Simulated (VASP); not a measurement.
# PbS (Fm-3m) in VASP: notebook, part 2 of 2

VASP 6.6.1. The steps go on from the part before.

**5. Single point, LDA**

File INCAR:

```
SYSTEM = PbS
PREC = Accurate
ENCUT = 520
EDIFF = 1E-6
ISMEAR = -1
SIGMA = 0.06
LREAL = .FALSE.
LASPH = .TRUE.
NELM = 60
ALGO = Normal
ISIF = 2
LWAVE = .FALSE.
LCHARG = .FALSE.
NBANDS = 17
```

File KPOINTS:

```
regular mesh
0
G
  8 8 8
  0 0 0
```

File POSCAR:

```
PbS
1.0
    0.0000000000      2.8837260000      2.8837260000
    2.8837260000      0.0000000000      2.8837260000
    2.8837260000      2.8837260000      0.0000000000
Pb S
1 1
Direct
    0.0000000000      0.0000000000      0.0000000000
    0.5000000000      0.5000000000      0.5000000000
```

Potentials or basis: VASP PAW LDA potentials, release 64 (Pb_d, S).

Run with:

```bash
cat potpaw_LDA.64/Pb_d/POTCAR potpaw_LDA.64/S/POTCAR > POTCAR
mpirun -np 1 vasp_std > vasp.out
```

OUTCAR:

```text
SYSTEM = PbS
   PREC = Accurate
   ENCUT = 520
   EDIFF = 1E-6
   ISMEAR = -1
   LREAL = .FALSE.
   LASPH = .TRUE.
   NELM = 60
   ISIF = 2

 ion  position               nearest neighbor table
   1  0.000  0.000  0.000-   2 2.88   2 2.88   2 2.88   2 2.88   2 2.88   2 2.88
   2  0.500  0.500  0.500-   1 2.88   1 2.88   1 2.88   1 2.88   1 2.88   1 2.88

  LATTYP: Found a face centered cubic cell.
 ALAT       =     5.7674520000

  Lattice vectors:

 A1 = (   0.0000000000,   2.8837260000,   2.8837260000)
 A2 = (   2.8837260000,   0.0000000000,   2.8837260000)
 A3 = (   2.8837260000,   2.8837260000,   0.0000000000)

Analysis of symmetry for initial positions (statically):
=====================================================================
 Subroutine PRICEL returns:
 Original cell was already a primitive cell.

 Routine SETGRP: Setting up the symmetry group for a
 face centered cubic supercell.

 Subroutine GETGRP returns: Found 48 space group operations
 (whereof 48 operations were pure point group operations)
 out of a pool of 48 trial point group operations.

The static configuration has the point symmetry O_h .

Analysis of symmetry for dynamics (positions and initial velocities):
=====================================================================
 Subroutine PRICEL returns:
 Original cell was already a primitive cell.

 Routine SETGRP: Setting up the symmetry group for a
 face centered cubic supercell.

 Subroutine GETGRP returns: Found 48 space group operations
 (whereof 48 operations were pure point group operations)
 out of a pool of 48 trial point group operations.

The dynamic configuration has the point symmetry O_h .

 Subroutine INISYM returns: Found 48 space group operations
 (whereof 48 operations are pure point group operations),
 and found     1 'primitive' translations

[... 105 lines left out ...]
   NELECT =      20.0000    total number of electrons
   NUPDOWN=      -1.0000    fix difference up-down
   EMIN   =  10.00;   EMAX   =-10.00  energy-range for DOS
   EFERMI =   0.00;   METHOD = LEGACY
   ISMEAR =    -1;   SIGMA  =   0.06  broadening in eV -4-tet -1-fermi 0-gaus
   EFERMI_NEDOS =   21; number of points for ismear=-14 and -15
   IALGO  =     38    algorithm
   IMIX   =      4    mixing-type and parameters
     AMIX     =   0.40;   BMIX     =  1.00
     AMIX_MAG =   1.60;   BMIX_MAG =  1.00
  volume/ion in A,a.u.               =      23.98       161.83
  Fermi-wavevector in a.u.,A,eV,Ry     =   1.223078  2.311282 20.353226  1.495920
  Thomas-Fermi vector in A             =   2.358202
   LORBIT       =      0    0 simple, 1 ext, 2 COOP (PROOUT), +10 PAW based schemes
   GGA     = CA    functional components
   LHFCALC =     F    Hartree Fock is set to
   AEXX    =    0.0000 exact exchange contribution
   IVDW    =     0    specifies the selected vdW correction
   LEPSILON=     F    determine dielectric tensor
   LRPA    =     F    only Hartree local field effects (RPA)
 non-spin polarized calculation
  energy-cutoff  :      520.00
  volume of cell :       47.96
 maximum number of plane-waves:      1308
   NGX = 15   NGY = 15   NGZ = 15

 number of electron      19.9999995 magnetization

 Free energy of the ion-electron system (eV)
  ---------------------------------------------------
  ext. energy  EPLUGINS =         0.00000000
  ---------------------------------------------------
  free energy    TOTEN  =        -9.98266380 eV

  energy without entropy =       -9.98160581  energy(sigma->0) =       -9.98213480

 E-fermi :   6.8091     XC(G=0): -10.4202

 val. band max:        6.7432169585   @ k =   0.5000   0.0000   0.0000
 cond. band min:       6.8750378642   @ k =   0.5000   0.0000   0.0000
 fundamental gap:      0.1318209057
 Fermi energy:         6.8091339254

 k-point     1 :       0.0000    0.0000    0.0000
  band No.  band energies     occupation
      1     -10.1892      2.00000
      2     -10.1892      2.00000
      3     -10.1892      2.00000
      4     -10.1835      2.00000
      5     -10.1835      2.00000
      6      -7.6188      2.00000
[... 457 lines left out ...]
      4     -10.1501      2.00000
      5     -10.1197      2.00000
      6      -5.7955      2.00000
[... 9 lines left out ...]
     16      17.6104      0.00000
     17      17.9239      0.00000

 [... further k-points ...]
[... 5 lines left out ...]
  --------------------------------------------------------------------------------------
  -------------------------------------------------------------------------------------
  Total        0.8291243      0.8291243      0.8291243      0.0000000      0.0000000      0.0000000
  in kB       27.6973527     27.6973527     27.6973527      0.0000000      0.0000000      0.0000000
  external PRESSURE =      27.6973527 kB  Pullay stress =       0.0000000 kB

 VOLUME and BASIS-vectors are now :
 -----------------------------------------------------------------------------
  energy-cutoff  :      520.00
  volume of cell :       47.96
      direct lattice vectors                 reciprocal lattice vectors
     0.000000000  2.883726000  2.883726000    -0.173386792  0.173386792  0.173386792
     2.883726000  0.000000000  2.883726000     0.173386792 -0.173386792  0.173386792
     2.883726000  2.883726000  0.000000000     0.173386792  0.173386792 -0.173386792

 POSITION                                       TOTAL-FORCE (eV/Angst)
 -----------------------------------------------------------------------------------
      0.00000      0.00000      0.00000        -0.000000     -0.000000     -0.000000
      2.88373      2.88373      2.88373         0.000000      0.000000      0.000000
 -----------------------------------------------------------------------------------
    total drift:                               -0.000000      0.000000      0.000000

  FREE ENERGIE OF THE ION-ELECTRON SYSTEM (eV)
  ---------------------------------------------------
  free  energy   TOTEN  =        -9.9826637951 eV

  energy  without entropy=       -9.9816058057  energy(sigma->0) =       -9.98213480
```

OSZICAR:

```text
N       E                     dE             d eps       ncg     rms          rms(c)
DAV:   1     0.156582954740E+03    0.15658E+03   -0.99410E+03  1003   0.126E+03
DAV:   2     0.108274199403E+01   -0.15550E+03   -0.14940E+03  1053   0.319E+02
DAV:   3    -0.101116207121E+02   -0.11194E+02   -0.11115E+02  1292   0.910E+01
DAV:   4    -0.103710620519E+02   -0.25944E+00   -0.25917E+00  1290   0.147E+01
DAV:   5    -0.103806075960E+02   -0.95455E-02   -0.95450E-02  1423   0.274E+00    0.525E+00
DAV:   6    -0.999426891314E+01    0.38634E+00   -0.10818E+00  1584   0.774E+00    0.374E+00
DAV:   7    -0.998596571288E+01    0.83032E-02   -0.99279E-02  1235   0.165E+00    0.191E+00
DAV:   8    -0.998287920879E+01    0.30865E-02   -0.86837E-03  1238   0.992E-01    0.813E-02
DAV:   9    -0.998264450144E+01    0.23471E-03   -0.12338E-03  1560   0.304E-01    0.812E-02
DAV:  10    -0.998266969980E+01   -0.25198E-04   -0.11542E-04  1141   0.884E-02    0.371E-02
DAV:  11    -0.998266375638E+01    0.59434E-05   -0.23669E-05  1454   0.561E-02    0.143E-02
DAV:  12    -0.998266379513E+01   -0.38744E-07   -0.13019E-06   858   0.123E-02
   1 F= -.99826638E+01 E0= -.99821348E+01  d E =-.105799E-02
```

stdout:

```text
POSCAR found type information on POSCAR PbS
 POSCAR found :  2 types and       2 ions
 scaLAPACK will be used
 LDA part: xc-table for (Slater(with rela. corr.)+CA(PZ))
 , standard interpolation
 POSCAR, INCAR and KPOINTS ok, starting setup
 FFT: planning ... GRIDC
 FFT: planning ... GRID_SOFT
 FFT: planning ... GRID
 WAVECAR not read
 entering main loop
```

Run time: 8.6 s. Hardware: 1 thread of Intel Xeon 6975P-C (Granite Rapids), shared host; peak memory 0.16 GiB.

What came out:

```
Free energy            : -9.9827 eV
Pressure               : 2.8 GPa
Band gap on the k mesh : 0.13 eV, direct
```

Caveat: spin-orbit coupling is left out, which moves the levels of the heavy elements.

**6. Single point, PBE**

File INCAR:

```
SYSTEM = PbS
  PREC = Accurate
  ENCUT = 520
  EDIFF = 1E-6
  ISMEAR = -1
  SIGMA = 0.06
  LREAL = .False.
  LASPH = .True.
  NELM = 60
  ALGO = Normal
  ISIF = 2
  LWAVE = .False.
  LCHARG = .False.
  GGA = PE
  NBANDS = 17
```

File KPOINTS:

```
regular mesh
0
Gamma
  8 8 8
  0 0 0
```

POSCAR is that of step 5.

Potentials or basis: VASP PAW PBE potentials, release 64 (Pb_d, S).

Run with:

```bash
cat potpaw_PBE.64/Pb_d/POTCAR potpaw_PBE.64/S/POTCAR > POTCAR
mpirun -np 1 vasp_std > vasp.out
```

OUTCAR:

```text
SYSTEM = PbS
   PREC = Accurate
   ENCUT = 520
   EDIFF = 1E-6
   ISMEAR = -1
   LREAL = .False.
   LASPH = .True.
   NELM = 60
   ISIF = 2
   GGA = PE

 ion  position               nearest neighbor table
   1  0.000  0.000  0.000-   2 2.88   2 2.88   2 2.88   2 2.88   2 2.88   2 2.88
   2  0.500  0.500  0.500-   1 2.88   1 2.88   1 2.88   1 2.88   1 2.88   1 2.88

  LATTYP: Found a face centered cubic cell.
 ALAT       =     5.7674520000

  Lattice vectors:

[... 190 lines left out ...]
      5      -9.9954      2.00000
      6      -7.4254      2.00000
[... 457 lines left out ...]
      4      -9.9707      2.00000
      5      -9.9409      2.00000
      6      -5.6599      2.00000
[... 9 lines left out ...]
     16      17.8743      0.00000
     17      18.2640      0.00000

 [... further k-points ...]
[... 5 lines left out ...]
  --------------------------------------------------------------------------------------
  -------------------------------------------------------------------------------------
  Total        2.4731121      2.4731121      2.4731121      0.0000000     -0.0000000     -0.0000000
  in kB       82.6156649     82.6156649     82.6156649      0.0000000     -0.0000000     -0.0000000
  external PRESSURE =      82.6156649 kB  Pullay stress =       0.0000000 kB

 VOLUME and BASIS-vectors are now :
 -----------------------------------------------------------------------------
  energy-cutoff  :      520.00
  volume of cell :       47.96
      direct lattice vectors                 reciprocal lattice vectors
     0.000000000  2.883726000  2.883726000    -0.173386792  0.173386792  0.173386792
     2.883726000  0.000000000  2.883726000     0.173386792 -0.173386792  0.173386792
     2.883726000  2.883726000  0.000000000     0.173386792  0.173386792 -0.173386792

 POSITION                                       TOTAL-FORCE (eV/Angst)
 -----------------------------------------------------------------------------------
      0.00000      0.00000      0.00000        -0.000000     -0.000000     -0.000000
      2.88373      2.88373      2.88373         0.000000      0.000000      0.000000
 -----------------------------------------------------------------------------------
    total drift:                               -0.000000      0.000000      0.000000

  FREE ENERGIE OF THE ION-ELECTRON SYSTEM (eV)
  ---------------------------------------------------
  free  energy   TOTEN  =        -8.6224805650 eV

  energy  without entropy=       -8.6211827022  energy(sigma->0) =       -8.62183163
```

stdout:

```text
POSCAR found type information on POSCAR PbS
 POSCAR found :  2 types and       2 ions
 scaLAPACK will be used
 LDA part: xc-table for (Slater+PW92), standard interpolation
 POSCAR, INCAR and KPOINTS ok, starting setup
 FFT: planning ... GRIDC
 FFT: planning ... GRID_SOFT
 FFT: planning ... GRID
 WAVECAR not read
 entering main loop
```

Run time: 9.8 s. Hardware: 1 thread of Intel Xeon 6975P-C (Granite Rapids), shared host; peak memory 0.18 GiB.

Results:

| Quantity | Value |
| --- | --- |
| Free energy | -8.6225 eV |
| Pressure | 8.3 GPa |
| Band gap on the k mesh | 0.01 eV, direct |

Caveat: spin-orbit coupling is left out, which moves the levels of the heavy elements.

**7. Summary**

```tsv
level	potentials or basis	gap on the mesh (eV)	pressure (GPa)
LDA	VASP PAW LDA potentials, release 64 (Pb_d, S)	0.13	2.8
PBE	VASP PAW PBE potentials, release 64 (Pb_d, S)	0.01	8.3
PBEsol	VASP PAW PBE potentials, release 64 (Pb_d, S)	0.10	4.7
```

Alike in all rows: task single point; no spin polarisation; cell as given; k mesh 8 × 8 × 8; cutoff (eV) 520; smearing fermi-dirac 0.06 eV.

Caveats: spin-orbit coupling is left out, which moves the levels of the heavy elements; the PAW data sets were made with another functional, which shifts forces and pressure a little (some runs).

Absolute energies hang on the potentials; compare differences alone.
